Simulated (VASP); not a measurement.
# Ni (P6_3/mmc) in VASP: further runs

Ni is run at these levels: r2SCAN+rVV10+U, PBEsol; tasks: single point, vibrations by perturbation theory.

Everything below comes from runs of VASP 6.6.1. Logs are shortened: lines on timing, memory, paths and dates and some standing lists are left out, and cuts for length are marked.

### Step 1. The cell of the first run

It takes space group P6_3/mmc (No. 194, hexagonal). The conventional cell has a = 2.448 Å, b = 2.448 Å, c = 4.073 Å, α = 90.00°, β = 90.00°, γ = 120.00°. Within 3.2 Å of Ni (site symmetry -6m2) lie 12 Ni at 2.45 to 2.48 Å.

This isn't the form of Ni at room conditions, which is fcc.

### Step 2. Single point, r2SCAN+rVV10+U, collinear spin, ferromagnetic start

File POSCAR:

```
Ni
1.0
    2.4480228978      0.0000000000      0.0000000000
   -1.2240114489      2.1200500186      0.0000000000
    0.0000000000      0.0000000000      4.0728075700
Ni
2
Direct
    0.6666666667      0.3333333333      0.7500000000
    0.3333333333      0.6666666667      0.2500000000
```

File INCAR.step1:

```
SYSTEM = Ni
ALGO = Normal ; EDIFF = 1E-5
ENCUT = 650 ; GGA = PE
GGA_COMPAT = .False. ; ISMEAR = -1
ISPIN = 2 ; LASPH = .True.
LCHARG = .False. ; LDAU = .True.
LDAUJ = 0 ; LDAUL = 2
LDAUTYPE = 2 ; LDAUU = 3.5
LMAXMIX = 4 ; LREAL = .False.
LWAVE = .True. ; MAGMOM = 1 1
NBANDS = 29 ; NELM = 200
PREC = Accurate ; SIGMA = 0.1
```

File INCAR.step2:

```
SYSTEM = Ni
ALGO = Normal ; BPARAM = 11.95
CPARAM = 0.0093 ; EDIFF = 1E-6
ENCUT = 650 ; GGA_COMPAT = .False.
ISIF = 2 ; ISMEAR = -1
ISPIN = 2 ; ISTART = 1
IVDW_NL = 2 ; LASPH = .True.
LCHARG = .False. ; LDAU = .True.
LDAUJ = 0 ; LDAUL = 2
LDAUPRINT = 1 ; LDAUTYPE = 2
LDAUU = 3.5 ; LMAXMIX = 4
LMIXTAU = .True. ; LORBIT = 11
LREAL = .False. ; LUSE_VDW = .True.
LWAVE = .False. ; MAGMOM = 1 1
METAGGA = R2SCAN ; NBANDS = 29
NELM = 200 ; PREC = Accurate
SIGMA = 0.1
```

File KPOINTS:

```
k-points
0
Gamma
  12 12 7
  0 0 0
```

Potentials or basis: VASP PAW PBE potentials, release 64 (Ni_sv_GW).

The run is started by

```bash
cat potpaw_PBE.64/Ni_sv_GW/POTCAR > POTCAR
cp INCAR.step1 INCAR
mpirun -np 1 vasp_std > vasp.out
cp INCAR.step2 INCAR
mpirun -np 1 vasp_std > vasp.out
```

OUTCAR:

```text
SYSTEM = Ni
   BPARAM = 11.95
   EDIFF = 1E-6
   ENCUT = 650
   ISIF = 2
   ISMEAR = -1
   ISPIN = 2
   ISTART = 1
   IVDW_NL = 2
   LASPH = .True.
   LORBIT = 11
   LREAL = .False.
   METAGGA = R2SCAN
   NELM = 200
   PREC = Accurate

 ion  position               nearest neighbor table
   1  0.667  0.333  0.750-   2 2.48   2 2.48   2 2.48   2 2.48   2 2.48   2 2.48
   2  0.333  0.667  0.250-   1 2.48   1 2.48   1 2.48   1 2.48   1 2.48   1 2.48

  LATTYP: Found a hexagonal cell.
 ALAT       =     2.4480228978
 C/A-ratio  =     1.6637130207

  Lattice vectors:

 A1 = (   2.4480228978,   0.0000000000,   0.0000000000)
 A2 = (  -1.2240114489,   2.1200500186,   0.0000000000)
 A3 = (   0.0000000000,   0.0000000000,   4.0728075700)

Analysis of symmetry for initial positions (statically):
=====================================================================
 Subroutine PRICEL returns:
 Original cell was already a primitive cell.

 Routine SETGRP: Setting up the symmetry group for a
 hexagonal supercell.

 Subroutine GETGRP returns: Found 24 space group operations
 (whereof 12 operations were pure point group operations)
 out of a pool of 24 trial point group operations.

The static configuration has the point symmetry D_3d.
 The point group associated with its full space group is D_6h.

Analysis of symmetry for dynamics (positions and initial velocities):
=====================================================================
 Subroutine PRICEL returns:
 Original cell was already a primitive cell.

 Routine SETGRP: Setting up the symmetry group for a
 hexagonal supercell.

 Subroutine GETGRP returns: Found 24 space group operations
 (whereof 12 operations were pure point group operations)
 out of a pool of 24 trial point group operations.

The dynamic configuration has the point symmetry D_3d.
 The point group associated with its full space group is D_6h.

Analysis of structural, dynamic, and magnetic symmetry:
=====================================================================
 Subroutine PRICEL returns:
 Original cell was already a primitive cell.

 Routine SETGRP: Setting up the symmetry group for a
 hexagonal supercell.

 Subroutine GETGRP returns: Found 24 space group operations
 (whereof 12 operations were pure point group operations)
 out of a pool of 24 trial point group operations.

The overall configuration has the point symmetry D_3d.
 The point group associated with its full space group is D_6h.

 Subroutine INISYM returns: Found 24 space group operations
 (whereof 12 operations are pure point group operations),
 and found     1 'primitive' translations

----------------------------------------------------------------------------------------

                                     Primitive cell

  volume of cell :      21.1376

  direct lattice vectors                    reciprocal lattice vectors
     2.448022898  0.000000000  0.000000000     0.408492911  0.235843492  0.000000000
    -1.224011449  2.120050019  0.000000000     0.000000000  0.471686984  0.000000000
     0.000000000  0.000000000  4.072807570     0.000000000  0.000000000  0.245530873

[... 133 lines left out ...]
  0.0000  0.8929  0.0000  0.0000  0.0000
 -0.0000  0.0000  0.9055  0.0000  0.0000
 -0.0000  0.0000  0.0000  0.8929 -0.0000
 -0.0000  0.0000  0.0000 -0.0000  0.8829

spin component  2

  0.7604 -0.0000 -0.0000 -0.0000 -0.0000
 -0.0000  0.8644  0.0000  0.0000  0.0000
 -0.0000  0.0000  0.1685  0.0000  0.0000
 -0.0000  0.0000  0.0000  0.8644  0.0000
 -0.0000  0.0000  0.0000  0.0000  0.7604

 occupancies and eigenvectors

  o =  0.1685  v =  0.0000  0.0000  0.0000  0.0000  0.0000  0.0000  0.0000 -1.0000  0.0000  0.0000      0.0000  0.0000  0.0000  0.0000  0.0000  0.0000  0.0000  0.0000  0.0000  0.0000
  o =  0.7604  v =  0.0000  0.0000  0.0000  0.0000  0.0000  0.0000  0.0000  0.0000  0.0000  1.0000      0.0000  0.0000  0.0000  0.0000  0.0000  0.0000  0.0000  0.0000  0.0000  0.0000
  o =  0.7604  v =  0.0000  0.0000  0.0000  0.0000  0.0000  1.0000  0.0000  0.0000  0.0000  0.0000      0.0000  0.0000  0.0000  0.0000  0.0000  0.0000  0.0000  0.0000  0.0000  0.0000
  o =  0.8644  v =  0.0000  0.0000  0.0000  0.0000  0.0000  0.0000 -0.0000  0.0000  1.0000  0.0000      0.0000  0.0000  0.0000  0.0000  0.0000  0.0000  0.0000  0.0000  0.0000  0.0000
  o =  0.8644  v =  0.0000  0.0000  0.0000  0.0000  0.0000  0.0000 -1.0000  0.0000 -0.0000  0.0000      0.0000  0.0000  0.0000  0.0000  0.0000  0.0000  0.0000  0.0000  0.0000  0.0000
  o =  0.8829  v =  1.0000  0.0000  0.0000  0.0000  0.0000  0.0000  0.0000  0.0000  0.0000  0.0000      0.0000  0.0000  0.0000  0.0000  0.0000  0.0000  0.0000  0.0000  0.0000  0.0000
  o =  0.8829  v =  0.0000 -0.0000  0.0000 -0.0000 -1.0000  0.0000  0.0000  0.0000  0.0000  0.0000      0.0000  0.0000  0.0000  0.0000  0.0000  0.0000  0.0000  0.0000  0.0000  0.0000
  o =  0.8929  v =  0.0000  0.0000  0.0000  1.0000 -0.0000  0.0000  0.0000  0.0000  0.0000  0.0000      0.0000  0.0000  0.0000  0.0000  0.0000  0.0000  0.0000  0.0000  0.0000  0.0000
  o =  0.8929  v =  0.0000  1.0000 -0.0000 -0.0000 -0.0000  0.0000  0.0000  0.0000  0.0000  0.0000      0.0000  0.0000  0.0000  0.0000  0.0000  0.0000  0.0000  0.0000  0.0000  0.0000
  o =  0.9055  v =  0.0000 -0.0000 -1.0000  0.0000 -0.0000  0.0000  0.0000  0.0000  0.0000  0.0000      0.0000  0.0000  0.0000  0.0000  0.0000  0.0000  0.0000  0.0000  0.0000  0.0000

atom =   2  type =  1  l = 2

 onsite density matrix

spin component  1

  0.8829  0.0000 -0.0000  0.0000 -0.0000
  0.0000  0.8929  0.0000  0.0000  0.0000
 -0.0000  0.0000  0.9055 -0.0000  0.0000
  0.0000  0.0000 -0.0000  0.8929 -0.0000
 -0.0000  0.0000  0.0000 -0.0000  0.8829

spin component  2

  0.7604  0.0000 -0.0000 -0.0000 -0.0000
  0.0000  0.8644 -0.0000  0.0000 -0.0000
 -0.0000 -0.0000  0.1685 -0.0000  0.0000
 -0.0000  0.0000 -0.0000  0.8644  0.0000
 -0.0000 -0.0000  0.0000  0.0000  0.7604

 occupancies and eigenvectors

  o =  0.1685  v =  0.0000  0.0000  0.0000  0.0000  0.0000  0.0000  0.0000  1.0000 -0.0000 -0.0000      0.0000  0.0000  0.0000  0.0000  0.0000  0.0000  0.0000  0.0000  0.0000  0.0000
  o =  0.7604  v =  0.0000  0.0000  0.0000  0.0000  0.0000  1.0000  0.0000  0.0000  0.0000  0.0000      0.0000  0.0000  0.0000  0.0000  0.0000  0.0000  0.0000  0.0000  0.0000  0.0000
  o =  0.7604  v =  0.0000  0.0000  0.0000  0.0000  0.0000  0.0000  0.0000  0.0000 -0.0000  1.0000      0.0000  0.0000  0.0000  0.0000  0.0000  0.0000  0.0000  0.0000  0.0000  0.0000
  o =  0.8644  v =  0.0000  0.0000  0.0000  0.0000  0.0000  0.0000  0.0000 -0.0000  1.0000  0.0000      0.0000  0.0000  0.0000  0.0000  0.0000  0.0000  0.0000  0.0000  0.0000  0.0000
  o =  0.8644  v =  0.0000  0.0000  0.0000  0.0000  0.0000  0.0000  1.0000 -0.0000 -0.0000 -0.0000      0.0000  0.0000  0.0000  0.0000  0.0000  0.0000  0.0000  0.0000  0.0000  0.0000
  o =  0.8829  v =  0.0000  0.0000  0.0000  0.0000 -1.0000  0.0000  0.0000  0.0000  0.0000  0.0000      0.0000  0.0000  0.0000  0.0000  0.0000  0.0000  0.0000  0.0000  0.0000  0.0000
  o =  0.8829  v =  1.0000  0.0000  0.0000  0.0000  0.0000  0.0000  0.0000  0.0000  0.0000  0.0000      0.0000  0.0000  0.0000  0.0000  0.0000  0.0000  0.0000  0.0000  0.0000  0.0000
  o =  0.8929  v =  0.0000 -0.0000  0.0000 -1.0000 -0.0000  0.0000  0.0000  0.0000  0.0000  0.0000      0.0000  0.0000  0.0000  0.0000  0.0000  0.0000  0.0000  0.0000  0.0000  0.0000
  o =  0.8929  v =  0.0000 -1.0000  0.0000  0.0000 -0.0000  0.0000  0.0000  0.0000  0.0000  0.0000      0.0000  0.0000  0.0000  0.0000  0.0000  0.0000  0.0000  0.0000  0.0000  0.0000
  o =  0.9055  v =  0.0000 -0.0000 -1.0000 -0.0000 -0.0000  0.0000  0.0000  0.0000  0.0000  0.0000      0.0000  0.0000  0.0000  0.0000  0.0000  0.0000  0.0000  0.0000  0.0000  0.0000

 number of electron      35.9999990 magnetization       1.8649506

 Free energy of the ion-electron system (eV)
  ---------------------------------------------------
  ext. energy  EPLUGINS =         0.00000000
  ---------------------------------------------------
  free energy    TOTEN  =       -19.58977163 eV

  energy without entropy =      -19.55312445  energy(sigma->0) =      -19.57144804

 E-fermi :   8.4709     XC(G=0): -15.2685

 val. band max:        8.4693411788   @ k =   0.5000  -0.0000   0.1429
 cond. band min:       8.4746476986   @ k =   0.5000  -0.0000   0.1429
 fundamental gap:      0.0053065197
 Fermi energy:         8.4708603115

 spin component 1

 k-point     1 :       0.0000    0.0000    0.0000
  band No.  band energies     occupation
      1     -99.3043      1.00000
      2     -99.2690      1.00000
      3     -59.0575      1.00000
      4     -58.8240      1.00000
      5     -57.7573      1.00000
      6     -57.7573      1.00000
[... 1529 lines left out ...]
     28      34.0335      0.00000
     29      37.4141      0.00000

 [... further k-points ...]

------------------------ aborting loop because EDIFF is reached ----------------------------------------

  FORCE on cell =-STRESS in cart. coord.  units (eV):
  Direction    XX          YY          ZZ          XY          YZ          ZX
  --------------------------------------------------------------------------------------
  -------------------------------------------------------------------------------------
  Total        1.7829277      1.7829277      0.7644086      0.0000000      0.0000000      0.0000000
  in kB      135.1415320    135.1415320     57.9402890      0.0000000      0.0000000      0.0000000
  external PRESSURE =     109.4077843 kB  Pullay stress =       0.0000000 kB

 VOLUME and BASIS-vectors are now :
 -----------------------------------------------------------------------------
  energy-cutoff  :      650.00
  volume of cell :       21.14
      direct lattice vectors                 reciprocal lattice vectors
     2.448022898  0.000000000  0.000000000     0.408492911  0.235843492  0.000000000
    -1.224011449  2.120050019  0.000000000     0.000000000  0.471686984  0.000000000
     0.000000000  0.000000000  4.072807570     0.000000000  0.000000000  0.245530873

 POSITION                                       TOTAL-FORCE (eV/Angst)
 -----------------------------------------------------------------------------------
      1.22401      0.70668      3.05461         0.000000      0.000000      0.000000
     -0.00000      1.41337      1.01820        -0.000000      0.000000      0.000000
 -----------------------------------------------------------------------------------
    total drift:                                0.000000     -0.000000      0.000000

  FREE ENERGIE OF THE ION-ELECTRON SYSTEM (eV)
  ---------------------------------------------------
  free  energy   TOTEN  =       -19.5897716341 eV

  energy  without entropy=      -19.5531244502  energy(sigma->0) =      -19.57144804

 total charge

# of ion       s       p       d       f       tot
--------------------------------------------------
    1        2.248   6.318   7.846   0.005  16.417
    2        2.248   6.318   7.846   0.005  16.417
--------------------------------------------------
tot          4.496  12.636  15.691   0.010  32.833

 magnetization (x)

# of ion       s       p       d       f       tot
--------------------------------------------------
    1       -0.005  -0.033   1.038  -0.000   1.000
    2       -0.005  -0.033   1.038  -0.000   1.000
--------------------------------------------------
tot         -0.009  -0.066   2.076  -0.001   2.000
```

It took 7.2 min on 1 thread of AMD EPYC 9R45 (Zen 5), shared host; peak memory 0.28 GiB.

Results:

* Free energy: -19.5898 eV
* Pressure: 10.9 GPa
* Net moment: 1.86 μB per cell
* Site moments: Ni +1.00 μB
* Valence electrons inside the program's atomic spheres: Ni 16.42

Eigenvalues of the final occupation matrices:
```tsv
site	spin	trace	eigenvalues
site 1 d	1	4.46	0.88 0.88 0.89 0.89 0.91
site 1 d	2	3.42	0.17 0.76 0.76 0.86 0.86
site 2 d	1	4.46	0.88 0.88 0.89 0.89 0.91
site 2 d	2	3.42	0.17 0.76 0.76 0.86 0.86
```

Caveat: the cell stands under pressure; the PAW data sets were made with another functional, which shifts forces and pressure a little; the U is typed as a test and isn't derived for this compound. The state reached can hang on the start; a lower one may exist.

### Step 3. Vibrations by perturbation theory, PBEsol, collinear spin, ferromagnetic start

File INCAR:

```
SYSTEM = Ni
ALGO     = Normal         ! electronic algorithm
EDIFF    = 1E-8           ! SCF threshold, eV
ENCUT    = 520            ! plane-wave cutoff, eV
GGA      = PS             ! functional
IBRION   = 8              ! ionic algorithm
ISIF     = 2              ! what is computed and relaxed
ISMEAR   = -1             ! smearing method
ISPIN    = 2              ! spin polarisation
LASPH    = .True.         ! aspherical terms in the spheres
LCHARG   = .False.        ! write CHGCAR
LMAXMIX  = 4              ! l up to which the mixer works
LORBIT   = 11             ! projections on sites
LREAL    = .False.        ! projectors in reciprocal space
LWAVE    = .False.        ! write WAVECAR
MAGMOM   = 1 1            ! initial moments
NELM     = 150            ! most SCF steps
NSW      = 1              ! ionic steps
PREC     = Accurate       ! precision mode
SIGMA    = 0.05           ! smearing width, eV
```

File KPOINTS:

```
k-points
0
Gamma
  10 10 6
  0 0 0
```

POSCAR is that of step 2.

Potentials or basis: VASP PAW PBE potentials, release 64 (Ni).

The run is started by

```bash
cat potpaw_PBE.64/Ni/POTCAR > POTCAR
mpirun -np 1 vasp_std > vasp.out
```

OUTCAR:

```text
SYSTEM = Ni
   EDIFF = 1E-8
   ENCUT = 520
   GGA = PS
   IBRION = 8
   ISIF = 2
   ISMEAR = -1
   ISPIN = 2
   LASPH = .True.
   LORBIT = 11
   LREAL = .False.
   NELM = 150
   NSW = 1
   PREC = Accurate

 ion  position               nearest neighbor table
   1  0.667  0.333  0.750-   2 2.48   2 2.48   2 2.48   2 2.48   2 2.48   2 2.48
   2  0.333  0.667  0.250-   1 2.48   1 2.48   1 2.48   1 2.48   1 2.48   1 2.48

  LATTYP: Found a hexagonal cell.
 ALAT       =     2.4480228978
 C/A-ratio  =     1.6637130207

  Lattice vectors:

 A1 = (   2.4480228978,   0.0000000000,   0.0000000000)
[... 1174 lines left out ...]
     -0.000000  1.413367  1.018202     0.000000    0.000000    0.707107

   6 f/i=    0.000000 THz     0.000000 2PiTHz    0.000000 cm-1     0.000000 meV
             X         Y         Z           dx          dy          dz
      1.224011  0.706683  3.054606     0.642570   -0.295133    0.000000
     -0.000000  1.413367  1.018202     0.642570   -0.295133    0.000000

--------------------------------------------------------------------------------------------------------

 ELASTIC MODULI CONTR FROM IONIC RELAXATION (kBar)
 Direction    XX          YY          ZZ          XY          YZ          ZX
 --------------------------------------------------------------------------------
 XX        -134.6339    134.6339      0.0000     -0.0000      0.0000      0.0000
 YY         134.6339   -134.6339      0.0000      0.0000      0.0000     -0.0000
 ZZ           0.0000      0.0000     -0.0000      0.0000     -0.0000      0.0000
 XY          -0.0000      0.0000      0.0000   -134.6339      0.0000      0.0000
 YZ           0.0000      0.0000     -0.0000      0.0000     -0.0000      0.0000
 ZX           0.0000     -0.0000      0.0000      0.0000      0.0000     -0.0000
 --------------------------------------------------------------------------------

 total charge

# of ion       s       p       d       tot
------------------------------------------
    1        0.513   0.530   8.324   9.367
    2        0.513   0.530   8.324   9.367
--------------------------------------------------
tot          1.027   1.060  16.648  18.734

 magnetization (x)

# of ion       s       p       d       tot
------------------------------------------
    1       -0.004  -0.023   0.703   0.676
    2       -0.004  -0.023   0.703   0.676
--------------------------------------------------
tot         -0.008  -0.046   1.406   1.352
```

stdout:

```text
POSCAR found type information on POSCAR Ni
 POSCAR found :  1 types and       2 ions
 scaLAPACK will be used
 -----------------------------------------------------------------------------
|                                                                             |
|                                                                             |
|     You enforced a specific xc type in the INCAR file but a different       |
|     I HOPE YOU KNOW WHAT YOU ARE DOING!                                     |
|                                                                             |
 -----------------------------------------------------------------------------

 LDA part: xc-table for (Slater+PW92), standard interpolation
 POSCAR, INCAR and KPOINTS ok, starting setup
 FFT: planning ... GRIDC
 FFT: planning ... GRID_SOFT
 FFT: planning ... GRID
 WAVECAR not read
 entering main loop
 Linear response reoptimize wavefunctions to high precision
 Linear response DOF=           2
 Linear response progress:
 first order change of Fermi-energy   0.38119E-04
 force on displaced ion       1 direction 1 :  -1.961   0.001   0.000
 Linear response progress:
 first order change of Fermi-energy   0.48830E-03
 force on displaced ion       1 direction 3 :   0.000  -0.000  -8.918
 Linear response finished
```

Wall time 10 min (1 thread of Intel Xeon 8259CL, shared host); peak memory 0.34 GiB.

Results:

| Property | Result |
| --- | --- |
| Net moment | 1.34 μB per cell |
| Site moments | Ni +0.68 μB |
| Valence electrons inside the program's atomic spheres | Ni 9.37 |
| Highest phonon frequency at Γ | 287 cm⁻¹ |

Phonon frequencies in cm⁻¹ (negative: imaginary):
```csv
q point,frequencies
"(0.000, 0.000, 0.000)",0 0 0 135 135 287
```

Caveat: the cell stands under pressure or tension, which shifts response properties; the PAW data sets were made with another functional, which shifts forces and pressure a little.
